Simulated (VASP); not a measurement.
# AlAs (F-43m) in VASP: a series of runs, part 2 of 2

VASP 6.6.1.

### Step 3. Single point, PBE+D3(BJ)

This run uses another cell than the first one, of 22.72 Å³/atom.

Input file INCAR:

```
SYSTEM = AlAs
PREC = Accurate
ENCUT = 500
EDIFF = 1E-6
ISMEAR = 0
SIGMA = 0.02
LREAL = .FALSE.
LASPH = .TRUE.
NELM = 120
ALGO = Normal
ISIF = 2
LWAVE = .FALSE.
LCHARG = .FALSE.
GGA = PE
IVDW = 12
NBANDS = 11
GGA_COMPAT = .FALSE.
```

Input file KPOINTS:

```
Automatic mesh
0
G
  8 8 8
  0 0 0
```

Input file POSCAR:

```
AlAs
1.0
    0.0000000000      2.8321853506      2.8321853506
    2.8321853506      0.0000000000      2.8321853506
    2.8321853506      2.8321853506      0.0000000000
Al As
1 1
Direct
    0.0000000000      0.0000000000      0.0000000000
    0.2500000000      0.2500000000      0.2500000000
```

Potentials or basis: VASP PAW PBE potentials, release 64 (Al, As).

Run with:

```
$ cat potpaw_PBE.64/Al/POTCAR potpaw_PBE.64/As/POTCAR > POTCAR
$ mpirun -np 1 vasp_std > vasp.out
```

OUTCAR:

```text
SYSTEM = AlAs
   PREC = Accurate
   ENCUT = 500
   EDIFF = 1E-6
   ISMEAR = 0
   LREAL = .FALSE.
   LASPH = .TRUE.
   NELM = 120
   ISIF = 2
   GGA = PE
   IVDW = 12
 IVDW          = 12

 ion  position               nearest neighbor table
   1  0.000  0.000  0.000-   2 2.45   2 2.45   2 2.45   2 2.45
   2  0.250  0.250  0.250-   1 2.45   1 2.45   1 2.45   1 2.45

  LATTYP: Found a face centered cubic cell.
 ALAT       =     5.6643707012

  Lattice vectors:

[... 522 lines left out ...]
 [... further k-points ...]

------------------------ aborting loop because EDIFF is reached ----------------------------------------

 Edisp (eV)   -0.63305

 E8    (eV) :    -0.2766

  FORCE on cell =-STRESS in cart. coord.  units (eV):
  Direction    XX          YY          ZZ          XY          YZ          ZX
  --------------------------------------------------------------------------------------
  -------------------------------------------------------------------------------------
  Total       0.05595     0.05595     0.05595     0.00000     0.00000     0.00000
  in kB       1.97286     1.97286     1.97286     0.00000     0.00000     0.00000
  external pressure =        1.97 kB  Pullay stress =        0.00 kB

 VOLUME and BASIS-vectors are now :
 -----------------------------------------------------------------------------
  energy-cutoff  :      500.00
  volume of cell :       45.44
      direct lattice vectors                 reciprocal lattice vectors
     0.000000000  2.832185351  2.832185351    -0.176542118  0.176542118  0.176542118
     2.832185351  0.000000000  2.832185351     0.176542118 -0.176542118  0.176542118
     2.832185351  2.832185351  0.000000000     0.176542118  0.176542118 -0.176542118

 POSITION                                       TOTAL-FORCE (eV/Angst)
 -----------------------------------------------------------------------------------
      0.00000      0.00000      0.00000        -0.000000      0.000000      0.000000
      1.41609      1.41609      1.41609         0.000000     -0.000000     -0.000000
 -----------------------------------------------------------------------------------
    total drift:                               -0.000000     -0.000000     -0.000000

  FREE ENERGIE OF THE ION-ELECTRON SYSTEM (eV)
  ---------------------------------------------------
  free  energy   TOTEN  =       -10.0078710753 eV

  energy  without entropy=      -10.0078710753  energy(sigma->0) =      -10.00787108
```

OSZICAR:

```text
N       E                     dE             d eps       ncg     rms          rms(c)
DAV:   1     0.129780406306E+02    0.12978E+02   -0.28903E+03   638   0.526E+02
DAV:   2    -0.865342356248E+01   -0.21631E+02   -0.20413E+02   835   0.822E+01
DAV:   3    -0.959029226481E+01   -0.93687E+00   -0.93544E+00   811   0.175E+01
DAV:   4    -0.959711883366E+01   -0.68266E-02   -0.68261E-02   739   0.180E+00
DAV:   5    -0.959725209825E+01   -0.13326E-03   -0.13326E-03   787   0.238E-01    0.322E+00
DAV:   6    -0.940734083584E+01    0.18991E+00   -0.33432E-01   707   0.209E+00    0.187E+00
DAV:   7    -0.937399210309E+01    0.33349E-01   -0.16792E-01   713   0.161E+00    0.680E-01
DAV:   8    -0.937457277812E+01   -0.58068E-03   -0.11153E-02   701   0.495E-01    0.107E-01
DAV:   9    -0.937468757259E+01   -0.11479E-03   -0.40305E-04   758   0.115E-01    0.598E-02
DAV:  10    -0.937481802245E+01   -0.13045E-03   -0.17343E-04   711   0.705E-02    0.683E-03
DAV:  11    -0.937482175012E+01   -0.37277E-05   -0.19478E-05   763   0.191E-02    0.581E-03
DAV:  12    -0.937482163146E+01    0.11866E-06   -0.20143E-06   730   0.681E-03
   1 F= -.10007871E+02 E0= -.10007871E+02  d E =-.216014E-24
```

stdout:

```text
POSCAR found type information on POSCAR AlAs
 POSCAR found :  2 types and       2 ions
 scaLAPACK will be used
 LDA part: xc-table for (Slater+PW92), standard interpolation
 POSCAR, INCAR and KPOINTS ok, starting setup
 FFT: planning ... GRIDC
 FFT: planning ... GRID_SOFT
 FFT: planning ... GRID
 WAVECAR not read
 entering main loop
```

Wall time 16 s (1 thread of Intel Xeon Platinum 8259CL at 2.50GHz (Skylake/Cascade Lake), shared host); peak memory 0.17 GiB.

What came out:

```yaml
Free_energy: -10.0079 eV
Pressure: 0.2 GPa
Band_gap_on_the_k_mesh: 1.44 eV (least direct gap 2.05 eV)
Dispersion_energy_per_atom: -0.317 eV
```

A k mesh can miss the band edges.

### Step 4. Relaxation of cell and atoms, PBE+D3(BJ)

Input file INCAR:

```
  ALGO = Normal
  EDIFF = 1E-7
  EDIFFG = -0.002
  ENCUT = 500
  GGA = PE
  GGA_COMPAT = F
  IBRION = 2
  ISIF = 3
  ISMEAR = 0
  IVDW = 12
  LASPH = T
  LCHARG = F
  LREAL = F
  LWAVE = F
  NELM = 120
  NELMIN = 4
  NSW = 100
  PREC = Accurate
  SIGMA = 0.02
```

Input file KPOINTS:

```
k-points
0
Gamma
  8 8 8
```

Input file POSCAR:

```
AlAs
1.0
    0.0000000000      2.8379008000      2.8379008000
    2.8379008000      0.0000000000      2.8379008000
    2.8379008000      2.8379008000      0.0000000000
Al As
1 1
Direct
    0.0000000000      0.0000000000      0.0000000000
    0.2500000000      0.2500000000      0.2500000000
```

Run with:

```
$ cat potpaw_PBE.64/Al/POTCAR potpaw_PBE.64/As/POTCAR > POTCAR
$ mpirun -np 1 vasp_std > vasp.out
```

Wall time 27 s (1 thread of Intel Xeon Platinum 8259CL at 2.50GHz (Skylake/Cascade Lake), shared host); peak memory 0.18 GiB.

The run converged. Its results:

```
Free energy                           : -10.0080 eV
Relaxed volume                        : 22.78 Å³/atom
Relaxed cell                          : a = 4.009 Å, b = 4.009 Å, c = 4.009 Å, α = 60.00°, β = 60.00°, γ = 60.00°
Space group after relaxing (to 0.1 Å) : F-43m (No. 216)
Energy gained by relaxing             : 0.1 meV/atom
Ionic steps                           : 3
Pressure after relaxing               : 0.0 GPa
Band gap on the k mesh                : 1.44 eV (least direct gap 2.03 eV)
Dispersion energy per atom            : -0.316 eV
```

The path:
| step | energy change (eV) | largest force (eV/Å) | pressure (GPa) | volume (Å³) |
| --- | --- | --- | --- | --- |
| 1 | 0.0000 | 0.0000 | -0.25 | 45.71 |
| 2 | -0.0001 | 0.0000 | 0.13 | 45.48 |
| 3 | -0.0001 | 0.0000 | 0.01 | 45.55 |

Final structure:
```yaml
crystal:
  lattice:
    - [0.00000, 2.83460, 2.83460]
    - [2.83460, 0.00000, 2.83460]
    - [2.83460, 2.83460, 0.00000]
  atoms:
    - { symbol: Al, position: [0.00000, 0.00000, 0.00000] }
    - { symbol: As, position: [0.25000, 0.25000, 0.25000] }
```

Levels at points of the mesh, in eV from the valence-band top:
```tsv
k point	band 1	band 2	band 3	band 4	band 5	band 6	band 7	band 8
(0.00, 0.00, 0.00)	-11.84	0.00	0.00	0.00	2.03	4.28	4.28	4.28
(0.50, 0.00, 0.00)	-10.43	-5.55	-0.82	-0.82	2.13	4.68	4.68	7.74
(0.50, 0.50, 0.00)	-9.88	-5.42	-2.16	-2.16	1.44	2.29	10.30	10.30
```

A k mesh can miss the band edges.

### Step 5. Summary

| task | cell | k mesh | smearing | gap on the mesh (eV) | pressure (GPa) |
| --- | --- | --- | --- | --- | --- |
| single point | a = 4.013 Å, angles 60.0°, 2 atoms | 6 × 6 × 6 | gaussian 0.1 eV | 1.45 | -0.2 |
| single point | a = 4.005 Å, angles 60.0°, 2 atoms | 8 × 8 × 8 | gaussian 0.02 eV | 1.44 | 0.2 |
| relaxation of cell and atoms | relaxed from a = 4.013 Å, angles 60.0°, 2 atoms | 8 × 8 × 8 | gaussian 0.02 eV | 1.44 | 0.0 |

Alike in all rows: level PBE+D3(BJ); potentials or basis VASP PAW PBE potentials, release 64 (Al, As); no spin polarisation; cutoff (eV) 500.

Total energies depend on the potentials used, so only differences within one code and one set of settings carry meaning.
